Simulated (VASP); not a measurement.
# KFeAs2 (I-4m2) in VASP: single point with PBE

Aim: the single point of KFeAs2 with PBE.

Everything below comes from runs of VASP 6.6.1. Logs are shortened: lines on timing, memory, paths and dates and some standing lists are left out, and cuts for length are marked.

**1. The cell of the first run**

It takes space group I-4m2 (No. 119, tetragonal). The conventional cell has a = 3.961 Å, b = 3.961 Å, c = 12.766 Å, α = 90.00°, β = 90.00°, γ = 90.00°. Within 3.0 Å of As (site symmetry 2mm) lie 2 Fe at 2.23 Å. Fe (site symmetry -4m2) has 4 As at 2.23 Å within 3.0 Å. K (site symmetry -4m2) has 10 As at 3.54 to 4.22 Å and 4 Fe at 3.76 Å and 4 K at 3.96 Å within 4.6 Å.

**2. Single point, PBE**

The input, INCAR:

```
SYSTEM = KFeAs2
ALGO = Normal
EDIFF = 1E-6
ENCUT = 520
GGA = PE
ISIF = 2
ISMEAR = -1
LASPH = .TRUE.
LCHARG = .FALSE.
LREAL = .FALSE.
LWAVE = .FALSE.
NBANDS = 22
NELM = 80
PREC = Accurate
SIGMA = 0.05
```

The input, KPOINTS:

```
k-points
0
G
  9 9 9
  0 0 0
```

The input, POSCAR:

```
KFeAs2
1.0
   -1.9803680000      1.9803680000      6.3830190000
    1.9803680000     -1.9803680000      6.3830190000
    1.9803680000      1.9803680000     -6.3830190000
As Fe K
2 1 1
Direct
    0.3307380000      0.3307380000      0.0000000000
    0.6692620000      0.6692620000      0.0000000000
    0.2500000000      0.7500000000      0.5000000000
    0.0000000000      0.0000000000      0.0000000000
```

Potentials or basis: VASP PAW PBE potentials, release 64 (As, Fe, K_sv).

The run is started by

```
$ cat potpaw_PBE.64/As/POTCAR potpaw_PBE.64/Fe/POTCAR potpaw_PBE.64/K_sv/POTCAR > POTCAR
$ mpirun -np 1 vasp_std > vasp.out
```

OUTCAR:

```text
SYSTEM = KFeAs2
   EDIFF = 1E-6
   ENCUT = 520
   GGA = PE
   ISIF = 2
   ISMEAR = -1
   LASPH = .TRUE.
   LREAL = .FALSE.
   NELM = 80
   PREC = Accurate

 ion  position               nearest neighbor table
   1  0.331  0.331  0.000-   3 2.23   3 2.23
   2  0.669  0.669  0.000-   3 2.23   3 2.23
   3  0.250  0.750  0.500-   1 2.23   2 2.23   1 2.23   2 2.23
   4  0.000  0.000  0.000-

  LATTYP: Found a body centered tetragonal cell.
 ALAT       =     3.9607360000
 C/A-ratio  =     3.2231479200

  Lattice vectors:

 A1 = (  -1.9803680000,   1.9803680000,   6.3830190000)
 A2 = (   1.9803680000,  -1.9803680000,   6.3830190000)
 A3 = (   1.9803680000,   1.9803680000,  -6.3830190000)

Analysis of symmetry for initial positions (statically):
=====================================================================
 Subroutine PRICEL returns:
 Original cell was already a primitive cell.

 Routine SETGRP: Setting up the symmetry group for a
 body centered tetragonal supercell.

 Subroutine GETGRP returns: Found  8 space group operations
 (whereof  8 operations were pure point group operations)
 out of a pool of 16 trial point group operations.

The static configuration has the point symmetry D_2d.

Analysis of symmetry for dynamics (positions and initial velocities):
=====================================================================
 Subroutine PRICEL returns:
 Original cell was already a primitive cell.

 Routine SETGRP: Setting up the symmetry group for a
 body centered tetragonal supercell.

 Subroutine GETGRP returns: Found  8 space group operations
 (whereof  8 operations were pure point group operations)
 out of a pool of 16 trial point group operations.

The dynamic configuration has the point symmetry D_2d.

 Subroutine INISYM returns: Found  8 space group operations
 (whereof  8 operations are pure point group operations),
 and found     1 'primitive' translations

----------------------------------------------------------------------------------------

                                     Primitive cell

  volume of cell :     100.1332

  direct lattice vectors                    reciprocal lattice vectors
    -1.980368000  1.980368000  6.383019000     0.000000000  0.252478327  0.078332839
     1.980368000 -1.980368000  6.383019000     0.252478327  0.000000000  0.078332839
     1.980368000  1.980368000 -6.383019000     0.252478327  0.252478327  0.000000000

  length of vectors
     6.970412211  6.970412211  6.970412211     0.264350789  0.264350789  0.357058275

  position of ions in fractional coordinates (direct lattice)
     0.330738000  0.330738000  0.000000000
     0.669262000  0.669262000  0.000000000
     0.250000000  0.750000000  0.500000000
     0.000000000  0.000000000  0.000000000

  ion indices of the primitive-cell ions
   primitive index   ion index
                 1           1
                 2           2
                 3           3
                 4           4

----------------------------------------------------------------------------------------

 KPOINTS: k-points

Automatic generation of k-mesh.
 Grid dimensions read from file:
 generate k-points for:    9    9    9

 Generating k-lattice:

  Cartesian coordinates                     Fractional coordinates (reciprocal lattice)
     0.000000000  0.028053147  0.008703649     0.111111111  0.000000000 -0.000000000
     0.028053147  0.000000000  0.008703649     0.000000000  0.111111111 -0.000000000
     0.028053147  0.028053147  0.000000000     0.000000000  0.000000000  0.111111111

  Length of vectors
     0.029372310  0.029372310  0.039673142

  Shift w.r.t. Gamma in fractional coordinates (k-lattice)
     0.000000000  0.000000000  0.000000000

 Subroutine IBZKPT returns following result:
 ===========================================

 Found     75 irreducible k-points:

 Following reciprocal coordinates:
            Coordinates               Weight
  0.000000  0.000000  0.000000      1.000000
  0.111111 -0.000000  0.000000      8.000000
  0.222222 -0.000000  0.000000      8.000000
  0.333333 -0.000000  0.000000      8.000000
  0.444444 -0.000000  0.000000      8.000000
  0.111111  0.111111  0.000000      8.000000
[... 16 lines left out ...]
 -0.333333  0.333333  0.000000      4.000000
  0.444444  0.444444  0.000000      8.000000
 [... further k-points ...]
   k-points           NKPTS =     75   k-points in BZ     NKDIM =     75   number of bands    NBANDS=     22
   number of dos      NEDOS =    301   number of ions     NIONS =      4
   total plane-waves  NPLWV = 157464
   dimension x,y,z NGX =    54 NGY =   54 NGZ =   54
   dimension x,y,z NGXF=   108 NGYF=  108 NGZF=  108
   ions per type =               2   1   1
   NGX,Y,Z   is equivalent  to a cutoff of  12.88, 12.88, 12.88 a.u.
   NGXF,Y,Z  is equivalent  to a cutoff of  25.76, 25.76, 25.76 a.u.
 SYSTEM =  KFeAs2
   PREC   = accura    normal or accurate (medium, high low for compatibility)
   ISTART =      0    job   : 0-new  1-cont  2-samecut
   ICHARG =      2    charge: 1-file 2-atom 10-const
   ISPIN  =      1    spin polarized calculation?
   LNONCOLLINEAR =      F non collinear calculations
   LSORBIT =      F    spin-orbit coupling
   LASPH  =      T    aspherical Exc in radial PAW
   ENCUT  =  520.0 eV  38.22 Ry    6.18 a.u.  12.96 12.96 12.96*2*pi/ulx,y,z
   NELM   =     80;   NELMIN=  2; NELMDL= -5     # of ELM steps
   EDIFF  = 0.1E-05   stopping-criterion for ELM
   LREAL  =      F    real-space projection
   EDIFFG = 0.1E-04   stopping-criterion for IOM
   NSW    =      0    number of steps for IOM
   IBRION =     -1    ionic relax: 0-MD 1-quasi-New 2-CG
   NFREE  =      0    steps in history (QN), initial steepest desc. (CG)
   ISIF   =      2    stress and relaxation
   ISYM   =      2    0-nonsym 1-usesym 2-fastsym
   POTIM  = 0.5000    time-step for ionic-motion
   TEBEG  =    0.0;   TEEND  =   0.0 temperature during run
   PSTRESS=    0.0 pullay stress
   NELECT =      27.0000    total number of electrons
   NUPDOWN=      -1.0000    fix difference up-down
   EMIN   =  10.00;   EMAX   =-10.00  energy-range for DOS
   EFERMI =   0.00;   METHOD = LEGACY
   ISMEAR =    -1;   SIGMA  =   0.05  broadening in eV -4-tet -1-fermi 0-gaus
   EFERMI_NEDOS =   21; number of points for ismear=-14 and -15
   IALGO  =     38    algorithm
   IMIX   =      4    mixing-type and parameters
     AMIX     =   0.40;   BMIX     =  1.00
     AMIX_MAG =   1.60;   BMIX_MAG =  1.00
  volume/ion in A,a.u.               =      25.03       168.93
  Fermi-wavevector in a.u.,A,eV,Ry     =   1.057637  1.998645 15.219433  1.118597
  Thomas-Fermi vector in A             =   2.192917
   LORBIT       =      0    0 simple, 1 ext, 2 COOP (PROOUT), +10 PAW based schemes
   GGA     = PE    functional components
   LHFCALC =     F    Hartree Fock is set to
   AEXX    =    0.0000 exact exchange contribution
   IVDW    =     0    specifies the selected vdW correction
   LEPSILON=     F    determine dielectric tensor
   LRPA    =     F    only Hartree local field effects (RPA)
 non-spin polarized calculation
  energy-cutoff  :      520.00
  volume of cell :      100.13
 maximum number of plane-waves:      2735
 NGX is ok and might be reduce to    54
   NGX = 25   NGY = 25   NGZ = 25

 number of electron      27.0000000 magnetization

 Free energy of the ion-electron system (eV)
  ---------------------------------------------------
  ext. energy  EPLUGINS =         0.00000000
  ---------------------------------------------------
  free energy    TOTEN  =       -18.93731974 eV

  energy without entropy =      -18.90521989  energy(sigma->0) =      -18.92126982

 E-fermi :   2.4635     XC(G=0):  -8.9446

 val. band max:        2.4489118572   @ k =  -0.3333  -0.4444   0.1111
 cond. band min:       2.4719003921   @ k =  -0.4444  -0.4444   0.1111
 fundamental gap:      0.0229885349
 Fermi energy:         2.4635153217

 k-point     1 :       0.0000    0.0000    0.0000
  band No.  band energies     occupation
      1     -28.1080      2.00000
      2     -11.6156      2.00000
      3     -11.5586      2.00000
      4     -11.5586      2.00000
      5      -9.1718      2.00000
      6      -7.3325      2.00000
[... 14 lines left out ...]
     21       8.0965      0.00000
     22       8.4866      0.00000

 k-point     2 :       0.1111   -0.0000    0.0000
  band No.  band energies     occupation
      1     -28.1064      2.00000
      2     -11.6103      2.00000
      3     -11.5871      2.00000
      4     -11.5562      2.00000
      5      -9.0833      2.00000
      6      -7.3504      2.00000
[... 14 lines left out ...]
     21       8.4072      0.00000
     22       8.8035      0.00000

 k-point     3 :       0.2222   -0.0000    0.0000
  band No.  band energies     occupation
      1     -28.1026      2.00000
      2     -11.6573      2.00000
      3     -11.5960      2.00000
      4     -11.5502      2.00000
      5      -8.8390      2.00000
      6      -7.4118      2.00000
[... 14 lines left out ...]
     21       8.9320      0.00000
     22       9.8094      0.00000

 k-point     4 :       0.3333   -0.0000    0.0000
  band No.  band energies     occupation
      1     -28.0982      2.00000
      2     -11.7331      2.00000
      3     -11.5788      2.00000
      4     -11.5434      2.00000
      5      -8.4948      2.00000
      6      -7.5393      2.00000
[... 14 lines left out ...]
     21       9.2369      0.00000
     22       9.2720      0.00000

 k-point     5 :       0.4444   -0.0000    0.0000
  band No.  band energies     occupation
      1     -28.0953      2.00000
      2     -11.7808      2.00000
      3     -11.5669      2.00000
      4     -11.5390      2.00000
      5      -8.1381      2.00000
      6      -7.7489      2.00000
[... 14 lines left out ...]
     21       8.8139      0.00000
     22       9.1664      0.00000

 k-point     6 :       0.1111    0.1111    0.0000
  band No.  band energies     occupation
      1     -28.1049      2.00000
      2     -11.6071      2.00000
      3     -11.5890      2.00000
      4     -11.5786      2.00000
      5      -8.9906      2.00000
      6      -7.3710      2.00000
[... 14 lines left out ...]
     21       8.7747      0.00000
     22       8.9995      0.00000

 k-point     7 :       0.2222    0.1111    0.0000
  band No.  band energies     occupation
      1     -28.1011      2.00000
      2     -11.6532      2.00000
      3     -11.5933      2.00000
      4     -11.5753      2.00000
      5      -8.7521      2.00000
      6      -7.4199      2.00000
[... 324 lines left out ...]
      6      -7.4830      2.00000
[... 14 lines left out ...]
     21       8.9121      0.00000
     22       9.5330      0.00000

 k-point    21 :       0.4444    0.3333    0.0000
  band No.  band energies     occupation
      1     -28.0860      2.00000
      2     -11.7372      2.00000
      3     -11.6831      2.00000
      4     -11.5440      2.00000
      5      -7.7100      2.00000
      6      -7.5565      2.00000
[... 14 lines left out ...]
     21       8.8719      0.00000
     22       9.4032      0.00000

 k-point    22 :      -0.4444    0.3333    0.0000
  band No.  band energies     occupation
      1     -28.0860      2.00000
      2     -11.7376      2.00000
      3     -11.6831      2.00000
      4     -11.5428      2.00000
      5      -7.7574      2.00000
      6      -7.5056      2.00000
[... 14 lines left out ...]
     21       8.7460      0.00000
     22       9.2820      0.00000

 k-point    23 :      -0.3333    0.3333    0.0000
  band No.  band energies     occupation
      1     -28.0887      2.00000
      2     -11.7036      2.00000
      3     -11.6858      2.00000
      4     -11.5498      2.00000
      5      -8.0121      2.00000
      6      -7.4369      2.00000
[... 14 lines left out ...]
     21       8.7483      0.00000
     22       8.9932      0.00000

 k-point    24 :       0.4444    0.4444    0.0000
  band No.  band energies     occupation
      1     -28.0832      2.00000
      2     -11.7251      2.00000
      3     -11.7237      2.00000
      4     -11.5367      2.00000
      5      -7.5437      2.00000
      6      -7.5153      2.00000
[... 14 lines left out ...]
     21       8.8313      0.00000
     22       9.4435      0.00000

 [... further k-points ...]

------------------------ aborting loop because EDIFF is reached ----------------------------------------

  FORCE on cell =-STRESS in cart. coord.  units (eV):
  Direction    XX          YY          ZZ          XY          YZ          ZX
  --------------------------------------------------------------------------------------
  -------------------------------------------------------------------------------------
  Total       -0.0456647     -0.0456647      0.0065973      0.0000000      0.0000000      0.0000000
  in kB       -0.7306566     -0.7306566      0.1055591      0.0000000      0.0000000      0.0000000
  external PRESSURE =      -0.4519180 kB  Pullay stress =       0.0000000 kB

 VOLUME and BASIS-vectors are now :
 -----------------------------------------------------------------------------
  energy-cutoff  :      520.00
  volume of cell :      100.13
      direct lattice vectors                 reciprocal lattice vectors
    -1.980368000  1.980368000  6.383019000     0.000000000  0.252478327  0.078332839
     1.980368000 -1.980368000  6.383019000     0.252478327  0.000000000  0.078332839
     1.980368000  1.980368000 -6.383019000     0.252478327  0.252478327  0.000000000

 POSITION                                       TOTAL-FORCE (eV/Angst)
 -----------------------------------------------------------------------------------
      0.00000      0.00000      4.22221         0.000000      0.000000      0.076337
      0.00000      0.00000      8.54382         0.000000      0.000000     -0.076337
      1.98037      0.00000      3.19151        -0.000000     -0.000000      0.000000
      0.00000      0.00000      0.00000        -0.000000     -0.000000     -0.000000
 -----------------------------------------------------------------------------------
    total drift:                               -0.000000      0.000000      0.000000

  FREE ENERGIE OF THE ION-ELECTRON SYSTEM (eV)
  ---------------------------------------------------
  free  energy   TOTEN  =       -18.9373197438 eV

  energy  without entropy=      -18.9052198894  energy(sigma->0) =      -18.92126982
```

Wall time 8.5 min (1 thread of Intel Xeon Platinum 8375C at 2.90GHz (Ice Lake), shared host); peak memory 0.51 GiB.

Results:

| Property | Result |
| --- | --- |
| Free energy | -18.9373 eV |
| Pressure | 0.0 GPa |
| Largest force | 0.076 eV/Å |
| Band gap on the k mesh | zero (an odd number of electrons rules out a gap without spin polarisation) |

Forces in eV/Å, atoms in the order of the input:
```
As   0.000  0.000  0.076
As   0.000  0.000 -0.076
Fe   0.000  0.000  0.000
K    0.000  0.000  0.000
```

Stress tensor (GPa, compression positive):
```
-0.07  0.00  0.00
 0.00 -0.07  0.00
 0.00  0.00  0.01
```

Levels at points of the mesh, in eV from the Fermi level:
```
           k point  band 10  band 11  band 12  band 13  band 14  band 15  band 16  band 17
(0.00, 0.00, 0.00)    -2.67    -1.12    -0.79    -0.79    -0.16     2.82     2.82     2.88
```

Caveat: the run has no spin polarisation, though such a crystal can be magnetic. Spin polarisation is off, so any magnetic state and its effect on volume and gap are missing.
